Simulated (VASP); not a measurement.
Wanted: the native input for a VASP 6.6.1 run.

- Task: single point
- Functional: PBE
- Potentials or basis: VASP PAW PBE potentials, release 64 (Ga_d, C)
- Cutoff: 520 eV
- k mesh: 22 × 22 × 22
- Occupations: gaussian, width 0.1 eV
- Spin: no spin polarisation
- Dipole correction: no
- Further INCAR settings: ALGO = Normal; EDIFF = 1e-06; NBANDS = 16

The structure of GaC lies in POSCAR:

```
GaC
1.0
    0.0000000000      2.1980580250      2.1980580250
    2.1980580250      0.0000000000      2.1980580250
    2.1980580250      2.1980580250      0.0000000000
Ga C
1 1
Direct
    0.5000000000      0.5000000000      0.5000000000
    0.0000000000      0.0000000000      0.0000000000
```

These files were run (other wordings do the same):

INCAR

```
SYSTEM = GaC
PREC = Accurate
ENCUT = 520
EDIFF = 1E-6
ISMEAR = 0
SIGMA = 0.1
LREAL = .FALSE.
LASPH = .TRUE.
NELM = 60
ALGO = Normal
ISIF = 2
LWAVE = .FALSE.
LCHARG = .FALSE.
GGA = PE
NBANDS = 16
```

KPOINTS

```
Automatic mesh
0
G
  22 22 22
  0 0 0
```

Potentials or basis: VASP PAW PBE potentials, release 64 (Ga_d, C).

Run with:

```sh
$ cat potpaw_PBE.64/Ga_d/POTCAR potpaw_PBE.64/C/POTCAR > POTCAR
$ mpirun -np 1 vasp_std > vasp.out
```

It gave:

- Pressure: 0.4 GPa
- Band gap on the k mesh: zero (an odd number of electrons rules out a gap without spin polarisation)

It took 79 s on 1 thread of Intel(R) Xeon(R) Platinum 8259CL CPU @ 2.50GHz (Skylake/Cascade Lake), on a shared host, peak memory 0.23 GiB.
